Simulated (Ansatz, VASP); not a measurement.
**Mg2Sn in VASP and in Ansatz**

```
Mg Sn
1.0
     0.00000    3.39073    3.39073
     3.39073    0.00000    3.39073
     3.39073    3.39073    0.00000
Mg Sn
2 1
Direct
  0.25000 0.25000 0.25000
  0.75000 0.75000 0.75000
  0.00000 0.00000 0.00000
```

Change from the starting cell: volume scaled by 1.01.

Alike in both runs: task single point; functional LDA; k mesh 11 × 11 × 11; occupations fermi-dirac, width 0.08 eV; no spin polarisation.

|  | VASP | Ansatz |
| --- | --- | --- |
| version | VASP 6.6.1 | Ansatz 0.2.0 |
| potentials or method | VASP PAW LDA potentials, release 64 (Mg, Sn_d), cutoff 600 eV | all-electron LAPW, scalar-relativistic |

VASP gave:

| Property | Result |
| --- | --- |
| pressure (GPa) | -2.4 |

Q: Estimate Ansatz's values.

A: Pressure (GPa): -2.2.

LDA's correlation is that of Perdew and Zunger in VASP and of Perdew and Wang (1992) in Ansatz. Ansatz ran all-electron here, and VASP with PAW potentials.
